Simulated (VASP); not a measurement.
# NaI (F-43m) in VASP: dielectric tensor with PBE

Aim: the dielectric tensor of NaI with PBE.

All numbers are computed with VASP 6.6.1; they aren't measurements. Logs are shortened: lines on timing, memory, paths and dates and some standing lists are left out, and cuts for length are marked.

## Step 1: The cell of the first run

The structure is cubic, space group F-43m (No. 216). The conventional cell has a = 7.086 Å, b = 7.086 Å, c = 7.086 Å, α = 90.00°, β = 90.00°, γ = 90.00°. Within 4.0 Å of Na (site symmetry -43m) lie 4 I at 3.07 Å. I (site symmetry -43m) has 4 Na at 3.07 Å within 4.0 Å.

## Step 2: Dielectric tensor, PBE

INCAR reads:

```
PREC = Accurate ; ENCUT = 520
EDIFF = 1E-8 ; ISMEAR = 0
SIGMA = 0.01 ; LREAL = F
LASPH = T ; NELM = 80
ALGO = Normal ; ISIF = 2
LWAVE = F ; LCHARG = F
GGA = PE ; LEPSILON = T
```

KPOINTS reads:

```
Automatic mesh
0
Gamma
  6 6 6
```

POSCAR reads:

```
NaI
1.0
    0.0000000000      3.5431926705      3.5431926705
    3.5431926705      0.0000000000      3.5431926705
    3.5431926705      3.5431926705      0.0000000000
Na I
1 1
Direct
    0.0000000000      0.0000000000      0.0000000000
    0.2500000000      0.2500000000      0.2500000000
```

Potentials or basis: VASP PAW PBE potentials, release 64 (Na_pv, I).

Command:

```sh
$ cat potpaw_PBE.64/Na_pv/POTCAR potpaw_PBE.64/I/POTCAR > POTCAR
$ mpirun -np 1 vasp_std > vasp.out
```

OUTCAR:

```text
PREC = Accurate
   ENCUT = 520
   EDIFF = 1E-8
   ISMEAR = 0
   LREAL = F
   LASPH = T
   NELM = 80
   ISIF = 2
   GGA = PE
   LEPSILON = T

 ion  position               nearest neighbor table
   1  0.000  0.000  0.000-   2 3.07   2 3.07   2 3.07   2 3.07
   2  0.250  0.250  0.250-   1 3.07   1 3.07   1 3.07   1 3.07

  LATTYP: Found a face centered cubic cell.
 ALAT       =     7.0863853410

  Lattice vectors:

 A1 = (   0.0000000000,   3.5431926705,   3.5431926705)
 A2 = (   3.5431926705,   0.0000000000,   3.5431926705)
 A3 = (   3.5431926705,   3.5431926705,   0.0000000000)

Analysis of symmetry for initial positions (statically):
=====================================================================
 Subroutine PRICEL returns:
 Original cell was already a primitive cell.

 Routine SETGRP: Setting up the symmetry group for a
 face centered cubic supercell.

 Subroutine GETGRP returns: Found 24 space group operations
 (whereof 24 operations were pure point group operations)
 out of a pool of 48 trial point group operations.

The static configuration has the point symmetry T_d .

Analysis of symmetry for dynamics (positions and initial velocities):
=====================================================================
 Subroutine PRICEL returns:
 Original cell was already a primitive cell.

 Routine SETGRP: Setting up the symmetry group for a
 face centered cubic supercell.

 Subroutine GETGRP returns: Found 24 space group operations
 (whereof 24 operations were pure point group operations)
 out of a pool of 48 trial point group operations.

The dynamic configuration has the point symmetry T_d .

 Subroutine INISYM returns: Found 24 space group operations
 (whereof 24 operations are pure point group operations),
 and found     1 'primitive' translations

----------------------------------------------------------------------------------------

                                     Primitive cell

  volume of cell :      88.9640

  direct lattice vectors                    reciprocal lattice vectors
     0.000000000  3.543192670  3.543192670    -0.141115668  0.141115668  0.141115668
     3.543192670  0.000000000  3.543192670     0.141115668 -0.141115668  0.141115668
     3.543192670  3.543192670  0.000000000     0.141115668  0.141115668 -0.141115668

  length of vectors
     5.010831129  5.010831129  5.010831129     0.244419506  0.244419506  0.244419506

  position of ions in fractional coordinates (direct lattice)
     0.000000000  0.000000000  0.000000000
     0.250000000  0.250000000  0.250000000

  ion indices of the primitive-cell ions
   primitive index   ion index
                 1           1
                 2           2

----------------------------------------------------------------------------------------

 KPOINTS: Automatic mesh

Automatic generation of k-mesh.
 Grid dimensions read from file:
 generate k-points for:    6    6    6

 Generating k-lattice:

  Cartesian coordinates                     Fractional coordinates (reciprocal lattice)
    -0.023519278  0.023519278  0.023519278     0.166666667  0.000000000  0.000000000
     0.023519278 -0.023519278  0.023519278     0.000000000  0.166666667  0.000000000
     0.023519278  0.023519278 -0.023519278     0.000000000  0.000000000  0.166666667

  Length of vectors
     0.040736584  0.040736584  0.040736584

  Shift w.r.t. Gamma in fractional coordinates (k-lattice)
     0.000000000  0.000000000  0.000000000

 Subroutine IBZKPT returns following result:
 ===========================================

 Found     16 irreducible k-points:

 Following reciprocal coordinates:
[... 63 lines left out ...]
   IVDW    =     0    specifies the selected vdW correction
   LEPSILON=     T    determine dielectric tensor
   LRPA    =     F    only Hartree local field effects (RPA)
 non-spin polarized calculation
 Gauss-broadening in eV      SIGMA  =   0.01
  energy-cutoff  :      520.00
  volume of cell :       88.96
 maximum number of plane-waves:      2421
 NGX is ok and might be reduce to    40
   NGX = 19   NGY = 19   NGZ = 19

--------------------------------------- Ionic step        1  -------------------------------------------

 number of electron      14.0000001 magnetization

 E-fermi :  -1.0596     XC(G=0):  -6.4612

 val. band max:       -1.1097894795   @ k =   0.0000   0.0000   0.0000
 cond. band min:       2.7123552237   @ k =   0.0000   0.0000   0.0000
 fundamental gap:      3.8221447032
 Fermi energy:        -1.0595916567

 k-point     1 :       0.0000    0.0000    0.0000
  band No.  band energies     occupation
      1     -23.1984      2.00000
      2     -23.1984      2.00000
      3     -23.1984      2.00000
      4     -11.5426      2.00000
      5      -1.1098      2.00000
      6      -1.1098      2.00000
      7      -1.1098      2.00000
      8       2.7124      0.00000
      9       6.7894      0.00000
     10       6.7894      0.00000
     11       6.7894      0.00000
[... 197 lines left out ...]
 k-point    16 :      -0.3333    0.5000    0.1667
  band No.  band energies     occupation
      1     -23.2009      2.00000
      2     -23.1994      2.00000
      3     -23.1991      2.00000
      4     -11.3709      2.00000
      5      -2.0904      2.00000
      6      -1.7079      2.00000
      7      -1.5463      2.00000
      8       4.6512      0.00000
      9       5.6699      0.00000
     10       7.0551      0.00000
     11       7.3242      0.00000

  FORCE on cell =-STRESS in cart. coord.  units (eV):
  Direction    XX          YY          ZZ          XY          YZ          ZX
  --------------------------------------------------------------------------------------
  -------------------------------------------------------------------------------------
  Total        0.2133573      0.2133573      0.2133573      0.0000000      0.0000000     -0.0000000
  in kB        3.8424111      3.8424111      3.8424111      0.0000000      0.0000000     -0.0000000
  external PRESSURE =       3.8424111 kB  Pullay stress =       0.0000000 kB

 VOLUME and BASIS-vectors are now :
 -----------------------------------------------------------------------------
  energy-cutoff  :      520.00
  volume of cell :       88.96
      direct lattice vectors                 reciprocal lattice vectors
     0.000000000  3.543192670  3.543192670    -0.141115668  0.141115668  0.141115668
     3.543192670  0.000000000  3.543192670     0.141115668 -0.141115668  0.141115668
     3.543192670  3.543192670  0.000000000     0.141115668  0.141115668 -0.141115668

 POSITION                                       TOTAL-FORCE (eV/Angst)
 -----------------------------------------------------------------------------------
      0.00000      0.00000      0.00000        -0.000000     -0.000000     -0.000000
      1.77160      1.77160      1.77160         0.000000      0.000000      0.000000
 -----------------------------------------------------------------------------------
    total drift:                                0.000001      0.000001      0.000001

  FREE ENERGIE OF THE ION-ELECTRON SYSTEM (eV)
  ---------------------------------------------------
  free  energy   TOTEN  =        -5.2901978991 eV

  energy  without entropy=       -5.2901978991  energy(sigma->0) =       -5.29019790

 HEAD OF MICROSCOPIC STATIC DIELECTRIC TENSOR (INDEPENDENT PARTICLE, excluding Hartree and local field effects)
 ------------------------------------------------------
           2.945685     0.000000    -0.000000
          -0.000000     2.945685     0.000000
           0.000000     0.000000     2.945685
 ------------------------------------------------------

 Free energy of the ion-electron system (eV)
  ---------------------------------------------------
  ---------------------------------------------------
  free energy    TOTEN  =        -0.47020832 eV

  energy without entropy =       -0.47020832

------------------------ aborting loop because EDIFF is reached ----------------------------------------

--------------------------------------- Ionic step        2  -------------------------------------------

------------------------ aborting loop because EDIFF is reached ----------------------------------------

--------------------------------------- Ionic step        3  -------------------------------------------

 Free energy of the ion-electron system (eV)
  ---------------------------------------------------
  ---------------------------------------------------
  free energy    TOTEN  =        -0.47020844 eV

  energy without entropy =       -0.47020844

------------------------ aborting loop because EDIFF is reached ----------------------------------------

 PIEZOELECTRIC TENSOR FIELD DIRECTION 3  (e Angst)
 -----------------------------------------------------------------------------
     0.00031 -0.61132  0.00000           (  0.00000  0.02769  0.00000)
    -0.61132  0.00031  0.00000           (  0.02769  0.00000  0.00000)
     0.00000  0.00000 -0.00146           (  0.00000  0.00000  0.00000)

 PIEZOELECTRIC TENSOR FIELD DIRECTION 3  (C/m^2)
 -----------------------------------------------------------------------------
     0.00006 -0.11010  0.00000
    -0.11010  0.00006  0.00000
     0.00000  0.00000 -0.00026

 MACROSCOPIC STATIC DIELECTRIC TENSOR (including local field effects in DFT)
 ------------------------------------------------------
           2.619224    -0.000000     0.000000
          -0.000000     2.619224     0.000000
           0.000000     0.000000     2.619224
 ------------------------------------------------------

 PIEZOELECTRIC TENSOR (including local field effects)  for field in x, y, z        (e  Angst)
          XX          YY          ZZ          XY          YZ          ZX
  --------------------------------------------------------------------------------
  x    -0.00000    -0.00000    -0.00000     0.00000    -0.61388    -0.00000
  y    -0.00000     0.00000    -0.00000     0.00000     0.00000    -0.61388
  z     0.00000    -0.00000    -0.00000    -0.61388     0.00000     0.00000

 PIEZOELECTRIC TENSOR (including local field effects)  for field in x, y, z        (C/m^2)
          XX          YY          ZZ          XY          YZ          ZX
  --------------------------------------------------------------------------------
  x    -0.00000    -0.00000    -0.00000     0.00000    -0.11056    -0.00000
  y    -0.00000     0.00000    -0.00000     0.00000     0.00000    -0.11056
  z     0.00000    -0.00000    -0.00000    -0.11056     0.00000     0.00000

 BORN EFFECTIVE CHARGES (including local field effects) (in |e|, cummulative output)
 ---------------------------------------------------------------------------------
 ion    1
    1     1.03727     0.00000    -0.00000
    2    -0.00000     1.03727     0.00000
    3    -0.00000     0.00000     1.03727
 ion    2
    1    -1.03727    -0.00000     0.00000
    2     0.00000    -1.03727    -0.00000
    3     0.00000     0.00000    -1.03727
```

Run time: 8.6 min. Hardware: 1 thread of Oxide Virtual Turin-like, shared host; peak memory 0.31 GiB.

What came out:

* Band gap on the k mesh: 3.82 eV, direct
* Electronic dielectric tensor (diagonal): 2.62
* Born charges (mean of the diagonal): Na +1.04; I -1.04 e

Electronic dielectric tensor:
```
2.62 0.00 0.00
0.00 2.62 0.00
0.00 0.00 2.62
```

Born effective charge tensors (e):
atom 1, Na
```
1.04 0.00 0.00
0.00 1.04 0.00
0.00 0.00 1.04
```
atom 2, I
```
-1.04  0.00  0.00
 0.00 -1.04  0.00
 0.00  0.00 -1.04
```

Caveat: spin-orbit coupling is left out, which moves the levels of the heavy elements. As with any semilocal functional, this PBE gap is likely too small.
